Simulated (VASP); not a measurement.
# Ir3Rh (Pm-3m) in VASP: a series of runs, part 2 of 2

VASP 6.6.1.

## (3) Relaxation of cell and atoms, LDA

This run uses another cell than the first one, of 14.16 Å³/atom, 1.035 times its volume.

INCAR reads:

```
  ALGO = Normal
  EDIFF = 1E-6
  EDIFFG = -0.02
  ENCUT = 600
  GGA = CA
  IBRION = 2
  ISIF = 3
  ISMEAR = 1
  LASPH = T
  LCHARG = F
  LREAL = F
  LWAVE = F
  NELM = 60
  NSW = 80
  PREC = Accurate
  SIGMA = 0.1
```

KPOINTS reads:

```
k-points
0
Gamma
  5 5 5
```

POSCAR reads:

```
Ir3Rh
1.0
    3.8403360000      0.0000000000      0.0000000000
    0.0000000000      3.8403360000      0.0000000000
    0.0000000000      0.0000000000      3.8403360000
Ir Rh
3 1
Direct
    0.5000000000      0.0000000000      0.5000000000
    0.0000000000      0.5000000000      0.5000000000
    0.5000000000      0.5000000000      0.0000000000
    0.0000000000      0.0000000000      0.0000000000
```

Potentials or basis: VASP PAW LDA potentials, release 64 (Ir, Rh_pv).

On the command line:

```bash
$ cat potpaw_LDA.64/Ir/POTCAR potpaw_LDA.64/Rh_pv/POTCAR > POTCAR
$ mpirun -np 1 vasp_std > vasp.out
```

OUTCAR:

```text
EDIFF = 1E-6
   EDIFFG = -0.02
   ENCUT = 600
   GGA = CA
   IBRION = 2
   ISIF = 3
   ISMEAR = 1
   LASPH = T
   LREAL = F
   NELM = 60
   NSW = 80
   PREC = Accurate

 ion  position               nearest neighbor table
   1  0.500  0.000  0.500-   2 2.72   3 2.72   4 2.72   3 2.72   4 2.72   2 2.72   3 2.72   3 2.72
                             2 2.72   4 2.72   4 2.72   2 2.72
   2  0.000  0.500  0.500-   1 2.72   3 2.72   4 2.72   3 2.72   4 2.72   1 2.72   4 2.72   4 2.72
                             1 2.72   3 2.72   3 2.72   1 2.72
   3  0.500  0.500  0.000-   1 2.72   2 2.72   4 2.72   1 2.72   2 2.72   1 2.72   4 2.72   1 2.72
                             2 2.72   4 2.72   2 2.72   4 2.72
   4  0.000  0.000  0.000-   1 2.72   2 2.72   3 2.72   1 2.72   2 2.72   2 2.72   3 2.72   2 2.72
                             1 2.72   3 2.72   1 2.72   3 2.72

  LATTYP: Found a simple cubic cell.
 ALAT       =     3.8403360000

  Lattice vectors:

 A1 = (   3.8403360000,   0.0000000000,   0.0000000000)
 A2 = (   0.0000000000,   3.8403360000,   0.0000000000)
 A3 = (   0.0000000000,   0.0000000000,   3.8403360000)

Analysis of symmetry for initial positions (statically):
=====================================================================
 Subroutine PRICEL returns:
 Original cell was already a primitive cell.

 Routine SETGRP: Setting up the symmetry group for a
 simple cubic supercell.

 Subroutine GETGRP returns: Found 48 space group operations
 (whereof 48 operations were pure point group operations)
 out of a pool of 48 trial point group operations.

The static configuration has the point symmetry O_h .

Analysis of symmetry for dynamics (positions and initial velocities):
=====================================================================
 Subroutine PRICEL returns:
 Original cell was already a primitive cell.

 Routine SETGRP: Setting up the symmetry group for a
 simple cubic supercell.

 Subroutine GETGRP returns: Found 48 space group operations
 (whereof 48 operations were pure point group operations)
 out of a pool of 48 trial point group operations.

The dynamic configuration has the point symmetry O_h .

 Subroutine INISYM returns: Found 48 space group operations
 (whereof 48 operations are pure point group operations),
 and found     1 'primitive' translations

----------------------------------------------------------------------------------------

                                     Primitive cell

  volume of cell :      56.6380

  direct lattice vectors                    reciprocal lattice vectors
     3.840336000  0.000000000  0.000000000     0.260393882  0.000000000  0.000000000
     0.000000000  3.840336000  0.000000000     0.000000000  0.260393882  0.000000000
     0.000000000  0.000000000  3.840336000     0.000000000  0.000000000  0.260393882

  length of vectors
     3.840336000  3.840336000  3.840336000     0.260393882  0.260393882  0.260393882

  position of ions in fractional coordinates (direct lattice)
     0.500000000  0.000000000  0.500000000
     0.000000000  0.500000000  0.500000000
     0.500000000  0.500000000  0.000000000
     0.000000000  0.000000000  0.000000000

  ion indices of the primitive-cell ions
   primitive index   ion index
                 1           1
                 2           2
                 3           3
                 4           4

----------------------------------------------------------------------------------------

 KPOINTS: k-points

Automatic generation of k-mesh.
 Grid dimensions read from file:
 generate k-points for:    5    5    5

 Generating k-lattice:

  Cartesian coordinates                     Fractional coordinates (reciprocal lattice)
     0.052078776  0.000000000  0.000000000     0.200000000  0.000000000  0.000000000
     0.000000000  0.052078776  0.000000000     0.000000000  0.200000000  0.000000000
     0.000000000  0.000000000  0.052078776     0.000000000  0.000000000  0.200000000

  Length of vectors
     0.052078776  0.052078776  0.052078776

  Shift w.r.t. Gamma in fractional coordinates (k-lattice)
     0.000000000  0.000000000  0.000000000

 Subroutine IBZKPT returns following result:
 ===========================================

 Found     10 irreducible k-points:

 Following reciprocal coordinates:
            Coordinates               Weight
  0.000000  0.000000  0.000000      1.000000
  0.200000  0.000000  0.000000      6.000000
  0.400000  0.000000  0.000000      6.000000
  0.200000  0.200000  0.000000     12.000000
  0.400000  0.200000  0.000000     24.000000
  0.400000  0.400000  0.000000     12.000000
  0.200000  0.200000  0.200000      8.000000
  0.400000  0.200000  0.200000     24.000000
  0.400000  0.400000  0.200000     24.000000
  0.400000  0.400000  0.400000      8.000000
   k-points           NKPTS =     10   k-points in BZ     NKDIM =     10   number of bands    NBANDS=     25
   number of dos      NEDOS =    301   number of ions     NIONS =      4
   total plane-waves  NPLWV =  32768
   dimension x,y,z NGX =    32 NGY =   32 NGZ =   32
   dimension x,y,z NGXF=    64 NGYF=   64 NGZF=   64
   ions per type =               3   1
   NGX,Y,Z   is equivalent  to a cutoff of  13.85, 13.85, 13.85 a.u.
   NGXF,Y,Z  is equivalent  to a cutoff of  27.71, 27.71, 27.71 a.u.
 SYSTEM =  unknown system
   PREC   = accura    normal or accurate (medium, high low for compatibility)
   ISTART =      0    job   : 0-new  1-cont  2-samecut
   ICHARG =      2    charge: 1-file 2-atom 10-const
   ISPIN  =      1    spin polarized calculation?
   LNONCOLLINEAR =      F non collinear calculations
   LSORBIT =      F    spin-orbit coupling
   LASPH  =      T    aspherical Exc in radial PAW
   ENCUT  =  600.0 eV  44.10 Ry    6.64 a.u.   7.67  7.67  7.67*2*pi/ulx,y,z
   NELM   =     60;   NELMIN=  2; NELMDL= -5     # of ELM steps
   EDIFF  = 0.1E-05   stopping-criterion for ELM
   LREAL  =      F    real-space projection
   EDIFFG = -.2E-01   stopping-criterion for IOM
   NSW    =     80    number of steps for IOM
   IBRION =      2    ionic relax: 0-MD 1-quasi-New 2-CG
   NFREE  =      1    steps in history (QN), initial steepest desc. (CG)
   ISIF   =      3    stress and relaxation
   ISYM   =      2    0-nonsym 1-usesym 2-fastsym
   POTIM  = 0.5000    time-step for ionic-motion
   TEBEG  =    0.0;   TEEND  =   0.0 temperature during run
   PSTRESS=    0.0 pullay stress
   NELECT =      42.0000    total number of electrons
   NUPDOWN=      -1.0000    fix difference up-down
   EMIN   =  10.00;   EMAX   =-10.00  energy-range for DOS
   EFERMI =   0.00;   METHOD = LEGACY
   ISMEAR =     1;   SIGMA  =   0.10  broadening in eV -4-tet -1-fermi 0-gaus
   EFERMI_NEDOS =   21; number of points for ismear=-14 and -15
   IALGO  =     38    algorithm
   IMIX   =      4    mixing-type and parameters
     AMIX     =   0.40;   BMIX     =  1.00
     AMIX_MAG =   1.60;   BMIX_MAG =  1.00
  volume/ion in A,a.u.               =      14.16        95.55
  Fermi-wavevector in a.u.,A,eV,Ry     =   1.481797  2.800190 29.874615  2.195722
  Thomas-Fermi vector in A             =   2.595663
   LORBIT       =      0    0 simple, 1 ext, 2 COOP (PROOUT), +10 PAW based schemes
   GGA     = CA    functional components
   LHFCALC =     F    Hartree Fock is set to
   AEXX    =    0.0000 exact exchange contribution
   IVDW    =     0    specifies the selected vdW correction
   LEPSILON=     F    determine dielectric tensor
   LRPA    =     F    only Hartree local field effects (RPA)
 conjugate gradient relaxation of ions
 non-spin polarized calculation
 Methfessel and Paxton  Order N= 1 SIGMA  =   0.10
  energy-cutoff  :      600.00
  volume of cell :       56.64
 maximum number of plane-waves:      1908
 NGX is ok and might be reduce to    32
   NGX = 15   NGY = 15   NGZ = 15

--------------------------------------- Ionic step        1  -------------------------------------------

 number of electron      42.0000010 magnetization

 Free energy of the ion-electron system (eV)
  ---------------------------------------------------
  ext. energy  EPLUGINS =         0.00000000
  ---------------------------------------------------
  free energy    TOTEN  =       -39.68911326 eV

  energy without entropy =      -39.67695646  energy(sigma->0) =      -39.68506099

------------------------ aborting loop because EDIFF is reached ----------------------------------------

  FORCE on cell =-STRESS in cart. coord.  units (eV):
  Direction    XX          YY          ZZ          XY          YZ          ZX
  --------------------------------------------------------------------------------------
  -------------------------------------------------------------------------------------
  Total       -3.6081895     -3.6081895     -3.6081895     -0.0000000     -0.0000000     -0.0000000
  in kB     -102.0686217   -102.0686217   -102.0686217     -0.0000000     -0.0000000     -0.0000000
  external PRESSURE =    -102.0686217 kB  Pullay stress =       0.0000000 kB
[... 99 lines left out ...]
  energy  without entropy=      -39.7299356110  energy(sigma->0) =      -39.73790943

--------------------------------------- Ionic step        4  -------------------------------------------

 number of electron      41.9999997 magnetization

 Free energy of the ion-electron system (eV)
  ---------------------------------------------------
  ext. energy  EPLUGINS =         0.00000000
  ---------------------------------------------------
  free energy    TOTEN  =       -39.74201005 eV

  energy without entropy =      -39.73006287  energy(sigma->0) =      -39.73802766

 E-fermi :  11.0952     XC(G=0): -14.3149

 val. band max:       11.0264551626   @ k =   0.2000   0.2000   0.0000
 cond. band min:      11.1009377705   @ k =   0.4000   0.4000   0.2000
 fundamental gap:      0.0744826079
 Fermi energy:        11.0951984800

 k-point     1 :       0.0000    0.0000    0.0000
  band No.  band energies     occupation
      1     -35.8779      2.00000
      2     -35.8779      2.00000
      3     -35.8779      2.00000
      4       0.3710      2.00000
      5       3.2020      2.00000
      6       3.3308      2.00000
[... 300 lines left out ...]
  FREE ENERGIE OF THE ION-ELECTRON SYSTEM (eV)
  ---------------------------------------------------
  free  energy   TOTEN  =       -39.7420100467 eV

  energy  without entropy=      -39.7300628719  energy(sigma->0) =      -39.73802766

 reached required accuracy - stopping structural energy minimisation
```

It took 24 s on 1 thread of Intel Xeon Platinum 8559C (Emerald Rapids), shared host; peak memory 0.16 GiB.

Results:

```
Free energy                            : -39.7420 eV
Relaxed volume                         : 13.76 Å³/atom
Relaxed cell                           : a = 3.804 Å, b = 3.804 Å, c = 3.804 Å, α = 90.00°, β = 90.00°, γ = 90.00°
Space group after relaxing (to 0.05 Å) : Pm-3m (No. 221)
Energy gained by relaxing              : 13.2 meV/atom
Ionic steps                            : 4
Pressure after relaxing                : 0.0 GPa
Band gap on the k mesh                 : zero (band 21 reaches 12.12 eV, above the bottom of band 22 at 10.12 eV)
```

The path:
```tsv
step	energy change (eV)	largest force (eV/Å)	pressure (GPa)	volume (Å³)
1	0.0000	0.0000	-10.21	56.64
2	0.7477	0.0000	52.12	49.56
3	-0.0528	0.0000	-0.51	55.10
4	-0.0529	0.0000	-0.05	55.04
```

Final structure:
```
Ir Rh
1.0
     3.80390    0.00000    0.00000
     0.00000    3.80390    0.00000
     0.00000    0.00000    3.80390
Ir Rh
3 1
Cartesian
  1.9020 0.0000 1.9020
  0.0000 1.9020 1.9020
  1.9020 1.9020 0.0000
  0.0000 0.0000 0.0000
```

Caveat: spin-orbit coupling is left out, which moves the levels of the heavy elements.
